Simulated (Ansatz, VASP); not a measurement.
## Two plane-wave programs on Ta3H

Contents of INCAR:

```
SYSTEM = Ta3H
ALGO = Normal
DIPOL = 0.5 0.5 0.316
EDIFF = 1E-6
ENCUT = 520
IDIPOL = 3
ISIF = 2
ISMEAR = 0
LASPH = .TRUE.
LCHARG = .FALSE.
LDIPOL = .TRUE.
LREAL = .FALSE.
LWAVE = .FALSE.
NBANDS = 44
NELM = 60
PREC = Accurate
SIGMA = 0.1
```

File KPOINTS:

```
k-points
0
G
  6 6 1
  0 0 0
```

Contents of POSCAR:

```
Ta3H
1.0
    4.6002247492      0.0000000000      0.0000000000
   -2.3001123746      3.9839114959      0.0000000000
    0.0000000000      0.0000000000     22.4017722044
Ta H
6 2
Direct
    0.6666666667      0.3333333333      0.1785573018
    0.3333333333      0.6666666667      0.2204743848
    0.0000000000      0.0000000000      0.2623914678
    0.6666666667      0.3333333333      0.3016814391
    0.3333333333      0.6666666667      0.3385386112
    0.0000000000      0.0000000000      0.3750494438
    0.2049700398      0.6666666667      0.4237063085
    0.4616966269      0.6666666667      0.4237063085
```

Input for Ansatz:

```yaml
crystal:
  lattice:
    - [4.6002247492, 0.0, 0.0]
    - [-2.3001123746, 3.9839114959, 0.0]
    - [0.0, 0.0, 22.4017722044]
  atoms:
    - { symbol: Ta, position: [0.6666666667, 0.3333333333, 0.1785573018] }
    - { symbol: Ta, position: [0.3333333333, 0.6666666667, 0.2204743848] }
    - { symbol: Ta, position: [0.0, 0.0, 0.2623914678] }
    - { symbol: Ta, position: [0.6666666667, 0.3333333333, 0.3016814391] }
    - { symbol: Ta, position: [0.3333333333, 0.6666666667, 0.3385386112] }
    - { symbol: Ta, position: [0.0, 0.0, 0.3750494438] }
    - { symbol: H, position: [0.2049700398, 0.6666666667, 0.4237063085] }
    - { symbol: H, position: [0.4616966269, 0.6666666667, 0.4237063085] }
basis:
  ecutwfc: 420
kpoints:
  mp_grid: { grid: [6, 6, 1] }
hamiltonian:
  xc: lda
  pseudopotentials: { kind: paw, azcp: { folder: soft_1 } }
scf:
  occupations: { method: gaussian, width: 0.1 }
output:
  forces: true
  eigenvalues: true
efield:
  axis: 3
  dipole_correction: true
  ramp_width: 0.04
```

Alike in both runs: task single point; functional LDA; k mesh 6 × 6 × 1; occupations gaussian, width 0.1 eV; no spin polarisation.

|  | VASP | Ansatz |
| --- | --- | --- |
| version | VASP 6.6.1 | Ansatz 0.2.0 |
| potentials or method | VASP PAW LDA potentials, release 64 (Ta_pv, H), cutoff 520 eV | scalar-relativistic, plane waves, PAW |
| valence electrons in the cell | 68 | 80 |

|  | VASP | Ansatz | Ansatz less VASP |
| --- | --- | --- | --- |
| gap on the k mesh at the Fermi level (eV) | none | none | - |
| rms of the force components (eV/Å) | 0.776 | 0.770 | -0.0060 |

Ansatz warns that its potentials were made for another functional, while VASP's fit it. LDA's correlation is that of Perdew and Zunger in VASP and of Perdew and Wang (1992) in Ansatz. Atom by atom the forces differ by 0.023 eV/Å (rms over components). A gap of «none» marks a metal or a gap that the smearing closes. VASP's potentials hold 68 valence electrons a cell and Ansatz's 80, so a difference there can come from the potentials and not from the codes.

Spin-orbit coupling is off throughout.
